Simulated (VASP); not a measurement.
# Fe (Fm-3m) in VASP: relaxation of cell and atoms with PBE

Aim: the relaxation of cell and atoms of Fe with PBE.

Program: VASP 6.6.1. These are calculated values, not measurements. Logs are shortened: lines on timing, memory, paths and dates and some standing lists are left out, and cuts for length are marked.

**1. The cell of the first run**

Symmetry: Fm-3m, No. 225, cubic system. Conventional cell: a = 3.544 Å, b = 3.544 Å, c = 3.544 Å, α = 90.00°, β = 90.00°, γ = 90.00°. Fe (site symmetry m-3m) has 12 Fe at 2.51 Å within 3.3 Å.

This isn't the form of Fe at room conditions, which is bcc.

**2. Relaxation of cell and atoms, PBE, collinear spin, ferromagnetic start**

INCAR

```
SYSTEM = Fe
  PREC = Accurate
  ENCUT = 600
  EDIFF = 1E-7
  ISMEAR = -1
  SIGMA = 0.05
  LREAL = .FALSE.
  LASPH = .TRUE.
  NELM = 150
  ALGO = Normal
  ISIF = 3
  LWAVE = .FALSE.
  LCHARG = .FALSE.
  ISPIN = 2
  MAGMOM = 3
  LORBIT = 11
  LMAXMIX = 4
  GGA = PE
  IBRION = 2
  NSW = 100
  EDIFFG = -0.005
```

KPOINTS

```
Automatic mesh
0
G
  18 18 18
  0 0 0
```

POSCAR

```
Fe
1.0
    0.0000000000      1.7717639764      1.7717639764
    1.7717639764      0.0000000000      1.7717639764
    1.7717639764      1.7717639764      0.0000000000
Fe
1
Direct
    0.0000000000      0.0000000000      0.0000000000
```

Potentials or basis: VASP PAW PBE potentials, release 64 (Fe).

Run with:

```sh
$ cat potpaw_PBE.64/Fe/POTCAR > POTCAR
$ mpirun -np 1 vasp_std > vasp.out
```

OUTCAR:

```text
SYSTEM = Fe
   PREC = Accurate
   ENCUT = 600
   EDIFF = 1E-7
   ISMEAR = -1
   LREAL = .FALSE.
   LASPH = .TRUE.
   NELM = 150
   ISIF = 3
   ISPIN = 2
   LORBIT = 11
   GGA = PE
   IBRION = 2
   NSW = 100
   EDIFFG = -0.005

 ion  position               nearest neighbor table
   1  0.000  0.000  0.000-

  LATTYP: Found a face centered cubic cell.
 ALAT       =     3.5435279528

  Lattice vectors:

 A1 = (   0.0000000000,   1.7717639764,   1.7717639764)
 A2 = (   1.7717639764,   0.0000000000,   1.7717639764)
 A3 = (   1.7717639764,   1.7717639764,   0.0000000000)

Analysis of symmetry for initial positions (statically):
=====================================================================
 Subroutine PRICEL returns:
 Original cell was already a primitive cell.

 Routine SETGRP: Setting up the symmetry group for a
 face centered cubic supercell.

 Subroutine GETGRP returns: Found 48 space group operations
 (whereof 48 operations were pure point group operations)
 out of a pool of 48 trial point group operations.

The static configuration has the point symmetry O_h .

Analysis of symmetry for dynamics (positions and initial velocities):
=====================================================================
 Subroutine PRICEL returns:
 Original cell was already a primitive cell.

 Routine SETGRP: Setting up the symmetry group for a
 face centered cubic supercell.

 Subroutine GETGRP returns: Found 48 space group operations
 (whereof 48 operations were pure point group operations)
 out of a pool of 48 trial point group operations.

The dynamic configuration has the point symmetry O_h .

Analysis of structural, dynamic, and magnetic symmetry:
=====================================================================
 Subroutine PRICEL returns:
 Original cell was already a primitive cell.

 Routine SETGRP: Setting up the symmetry group for a
 face centered cubic supercell.

 Subroutine GETGRP returns: Found 48 space group operations
 (whereof 48 operations were pure point group operations)
 out of a pool of 48 trial point group operations.

The overall configuration has the point symmetry O_h .

 Subroutine INISYM returns: Found 48 space group operations
 (whereof 48 operations are pure point group operations),
 and found     1 'primitive' translations

----------------------------------------------------------------------------------------

                                     Primitive cell

  volume of cell :      11.1237

  direct lattice vectors                    reciprocal lattice vectors
     0.000000000  1.771763976  1.771763976    -0.282204631  0.282204631  0.282204631
     1.771763976  0.000000000  1.771763976     0.282204631 -0.282204631  0.282204631
     1.771763976  1.771763976  0.000000000     0.282204631  0.282204631 -0.282204631

  length of vectors
     2.505652645  2.505652645  2.505652645     0.488792760  0.488792760  0.488792760

  position of ions in fractional coordinates (direct lattice)
     0.000000000  0.000000000  0.000000000

  ion indices of the primitive-cell ions
   primitive index   ion index
                 1           1

----------------------------------------------------------------------------------------

 KPOINTS: Automatic mesh

Automatic generation of k-mesh.
 Grid dimensions read from file:
 generate k-points for:   18   18   18

 Generating k-lattice:

  Cartesian coordinates                     Fractional coordinates (reciprocal lattice)
    -0.015678035  0.015678035  0.015678035     0.055555556  0.000000000  0.000000000
     0.015678035 -0.015678035  0.015678035     0.000000000  0.055555556  0.000000000
     0.015678035  0.015678035 -0.015678035     0.000000000  0.000000000  0.055555556

  Length of vectors
     0.027155153  0.027155153  0.027155153

  Shift w.r.t. Gamma in fractional coordinates (k-lattice)
     0.000000000  0.000000000  0.000000000

 Subroutine IBZKPT returns following result:
 ===========================================

 Found    195 irreducible k-points:

 Following reciprocal coordinates:
            Coordinates               Weight
  0.000000  0.000000  0.000000      1.000000
  0.055556  0.000000  0.000000      8.000000
  0.111111  0.000000  0.000000      8.000000
  0.166667  0.000000  0.000000      8.000000
  0.222222  0.000000  0.000000      8.000000
  0.277778  0.000000  0.000000      8.000000
[... 16 lines left out ...]
 -0.277778  0.055556  0.000000     24.000000
 -0.222222  0.055556  0.000000     24.000000
 [... further k-points ...]
   k-points           NKPTS =    195   k-points in BZ     NKDIM =    195   number of bands    NBANDS=     10
   number of dos      NEDOS =    301   number of ions     NIONS =      1
   total plane-waves  NPLWV =   8000
   dimension x,y,z NGX =    20 NGY =   20 NGZ =   20
   dimension x,y,z NGXF=    40 NGYF=   40 NGZF=   40
   ions per type =               1
   NGX,Y,Z   is equivalent  to a cutoff of  13.27, 13.27, 13.27 a.u.
   NGXF,Y,Z  is equivalent  to a cutoff of  26.54, 26.54, 26.54 a.u.
 SYSTEM =  Fe
   PREC   = accura    normal or accurate (medium, high low for compatibility)
   ISTART =      0    job   : 0-new  1-cont  2-samecut
   ICHARG =      2    charge: 1-file 2-atom 10-const
   ISPIN  =      2    spin polarized calculation?
   LNONCOLLINEAR =      F non collinear calculations
   LSORBIT =      F    spin-orbit coupling
   LASPH  =      T    aspherical Exc in radial PAW
   ENCUT  =  600.0 eV  44.10 Ry    6.64 a.u.   5.00  5.00  5.00*2*pi/ulx,y,z
   NELM   =    150;   NELMIN=  2; NELMDL= -5     # of ELM steps
   EDIFF  = 0.1E-06   stopping-criterion for ELM
   LREAL  =      F    real-space projection
   EDIFFG = -.5E-02   stopping-criterion for IOM
   NSW    =    100    number of steps for IOM
   IBRION =      2    ionic relax: 0-MD 1-quasi-New 2-CG
   NFREE  =      1    steps in history (QN), initial steepest desc. (CG)
   ISIF   =      3    stress and relaxation
   ISYM   =      2    0-nonsym 1-usesym 2-fastsym
   POTIM  = 0.5000    time-step for ionic-motion
   TEBEG  =    0.0;   TEEND  =   0.0 temperature during run
   PSTRESS=    0.0 pullay stress
   NELECT =       8.0000    total number of electrons
   NUPDOWN=      -1.0000    fix difference up-down
   EMIN   =  10.00;   EMAX   =-10.00  energy-range for DOS
   EFERMI =   0.00;   METHOD = LEGACY
   ISMEAR =    -1;   SIGMA  =   0.05  broadening in eV -4-tet -1-fermi 0-gaus
   EFERMI_NEDOS =   21; number of points for ismear=-14 and -15
   IALGO  =     38    algorithm
   IMIX   =      4    mixing-type and parameters
     AMIX     =   0.40;   BMIX     =  1.00
     AMIX_MAG =   1.60;   BMIX_MAG =  1.00
  volume/ion in A,a.u.               =      11.12        75.07
  Fermi-wavevector in a.u.,A,eV,Ry     =   1.466748  2.771753 29.270906  2.151351
  Thomas-Fermi vector in A             =   2.582449
   LORBIT       =     11    0 simple, 1 ext, 2 COOP (PROOUT), +10 PAW based schemes
   GGA     = PE    functional components
   LHFCALC =     F    Hartree Fock is set to
   AEXX    =    0.0000 exact exchange contribution
   IVDW    =     0    specifies the selected vdW correction
   LEPSILON=     F    determine dielectric tensor
   LRPA    =     F    only Hartree local field effects (RPA)
 conjugate gradient relaxation of ions
 spin polarized calculation
  energy-cutoff  :      600.00
  volume of cell :       11.12
 maximum number of plane-waves:       388
   NGX =  9   NGY =  9   NGZ =  9

--------------------------------------- Ionic step        1  -------------------------------------------

 number of electron       7.9999994 magnetization       1.2787134

 Free energy of the ion-electron system (eV)
  ---------------------------------------------------
  ext. energy  EPLUGINS =         0.00000000
  ---------------------------------------------------
  free energy    TOTEN  =        -8.08288097 eV

  energy without entropy =       -8.06911216  energy(sigma->0) =       -8.07599657

------------------------ aborting loop because EDIFF is reached ----------------------------------------

  FORCE on cell =-STRESS in cart. coord.  units (eV):
  Direction    XX          YY          ZZ          XY          YZ          ZX
  --------------------------------------------------------------------------------------
  -------------------------------------------------------------------------------------
  Total       -0.6506264     -0.6506264     -0.6506264     -0.0000000     -0.0000000      0.0000000
  in kB      -93.7118813    -93.7118813    -93.7118813     -0.0000000     -0.0000000      0.0000000
  external PRESSURE =     -93.7118813 kB  Pullay stress =       0.0000000 kB
[... 90 lines left out ...]
  energy  without entropy=       -8.0899829800  energy(sigma->0) =       -8.09582554

--------------------------------------- Ionic step        4  -------------------------------------------

 number of electron       8.0000004 magnetization       1.0419658

 Free energy of the ion-electron system (eV)
  ---------------------------------------------------
  ext. energy  EPLUGINS =         0.00000000
  ---------------------------------------------------
  free energy    TOTEN  =        -8.10167207 eV

  energy without entropy =       -8.08999261  energy(sigma->0) =       -8.09583234

 E-fermi :   6.5902     XC(G=0): -13.5764

 val. band max:        6.5843595276   @ k =   0.3333   0.2222   0.0000
 cond. band min:       6.5904469444   @ k =   0.2222   0.1667   0.0000
 fundamental gap:      0.0060874168
 Fermi energy:         6.5901615852

 spin component 1

 k-point     1 :       0.0000    0.0000    0.0000
  band No.  band energies     occupation
      1      -2.2428      1.00000
      2       4.6296      1.00000
      3       4.6296      1.00000
      4       4.6296      1.00000
      5       5.6920      1.00000
      6       5.6920      1.00000
      7      29.6242      0.00000
      8      34.6909      0.00000
      9      34.6909      0.00000
     10      34.6909      0.00000
[... 287 lines left out ...]
 k-point    24 :      -0.2222    0.0556    0.0000
  band No.  band energies     occupation
      1      -0.0013      1.00000
      2       4.1014      1.00000
      3       4.7485      1.00000
      4       4.8150      1.00000
      5       5.7322      1.00000
      6       6.1657      0.99979
      7      22.8848      0.00000
      8      29.0577      0.00000
      9      32.6011      0.00000
     10      35.1356      0.00000

 [... further k-points ...]

 spin component 2

 k-point     1 :       0.0000    0.0000    0.0000
  band No.  band energies     occupation
      1      -2.1308      1.00000
      2       5.3404      1.00000
      3       5.3404      1.00000
      4       5.3404      1.00000
      5       7.3061      0.00000
      6       7.3061      0.00000
      7      29.4559      0.00000
      8      34.9749      0.00000
      9      34.9749      0.00000
     10      34.9749      0.00000
[... 327 lines left out ...]
  FREE ENERGIE OF THE ION-ELECTRON SYSTEM (eV)
  ---------------------------------------------------
  free  energy   TOTEN  =        -8.1016720701 eV

  energy  without entropy=       -8.0899926061  energy(sigma->0) =       -8.09583234

 reached required accuracy - stopping structural energy minimisation

 total charge

# of ion       s       p       d       tot
------------------------------------------
    1        0.522   0.605   6.300   7.427

 magnetization (x)

# of ion       s       p       d       tot
------------------------------------------
    1       -0.006  -0.020   1.056   1.031
```

Run time: 2.7 min. Hardware: 1 thread of Intel Xeon 8259CL, shared host; peak memory 0.18 GiB.

What came out:

| Property | Result |
| --- | --- |
| Free energy | -8.1017 eV |
| Relaxed volume | 10.55 Å³/atom |
| Relaxed cell | a = 2.462 Å, b = 2.462 Å, c = 2.462 Å, α = 60.00°, β = 60.00°, γ = 60.00° |
| Space group after relaxing (to 0.1 Å) | Fm-3m (No. 225) |
| Energy gained by relaxing | 18.8 meV/atom |
| Ionic steps | 4 |
| Pressure after relaxing | 0.0 GPa |
| Net moment | 1.04 μB per cell |
| Site moments | Fe +1.03 μB |
| Valence electrons inside the program's atomic spheres | Fe 7.43 |

The path:
| step | energy change (eV) | largest force (eV/Å) | pressure (GPa) | volume (Å³) |
| --- | --- | --- | --- | --- |
| 1 | 0.0000 | 0.0000 | -9.37 | 11.12 |
| 2 | -0.0064 | 0.0000 | 9.42 | 10.11 |
| 3 | -0.0188 | 0.0000 | 0.18 | 10.54 |
| 4 | -0.0188 | 0.0000 | -0.04 | 10.55 |

Final structure:
```cif
data_structure
_symmetry_space_group_name_H-M 'P 1'
_symmetry_Int_Tables_number 1
_cell_length_a 2.4618
_cell_length_b 2.4618
_cell_length_c 2.4618
_cell_angle_alpha 60.000
_cell_angle_beta 60.000
_cell_angle_gamma 60.000
_cell_volume 10.55
loop_
_atom_site_label
_atom_site_type_symbol
_atom_site_fract_x
_atom_site_fract_y
_atom_site_fract_z
_atom_site_occupancy
Fe1 Fe 0.00000 0.00000 0.00000 1
```
